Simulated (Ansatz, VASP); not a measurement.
## ZnSe2 in VASP and in Ansatz

```xyz
12
Lattice="6.1726 0.0000 0.0000 0.0000 6.1726 0.0000 0.0000 0.0000 6.1726" Properties=species:S:1:pos:R:3 pbc="T T T"
Zn    3.0863    3.0863    0.0000
Zn    3.0863    0.0000    3.0863
Zn    0.0000    3.0863    3.0863
Zn    0.0000    0.0000    0.0000
Se    0.6829    5.4897    2.4034
Se    5.4897    2.4034    0.6829
Se    2.4034    0.6829    5.4897
Se    3.7692    3.7692    3.7692
Se    5.4897    0.6829    3.7692
Se    0.6829    3.7692    5.4897
Se    3.7692    5.4897    0.6829
Se    2.4034    2.4034    2.4034
```

Alike in both runs: functional LDA; k mesh 6 × 6 × 6; no spin polarisation.

Ansatz relaxed the structure, and its values are those at the end. VASP's run is a single point on that final structure, the one shown.

```csv
,VASP,Ansatz
version,VASP 6.6.1,Ansatz 0.2.0
potentials or method,"VASP PAW LDA potentials, release 64 (Zn, Se), cutoff 520 eV","scalar-relativistic, plane waves, PAW"
occupations,"gaussian, width 0.01 eV",fixed
valence electrons in the cell,96,176
```

```csv
,VASP,Ansatz,Ansatz less VASP
gap on the k mesh at the Fermi level (eV),0.66,0.65,-0.012
least direct gap on the mesh (eV),0.71,0.71,-0.002
pressure (GPa),0.4,0.0,-0.36
rms of the force components (eV/Å),0.013,0.000,-0.0128
```

LDA's correlation is that of Perdew and Zunger in VASP and of Perdew and Wang (1992) in Ansatz. VASP's potentials hold 96 valence electrons a cell and Ansatz's 176, so a difference there can come from the potentials and not from the codes.
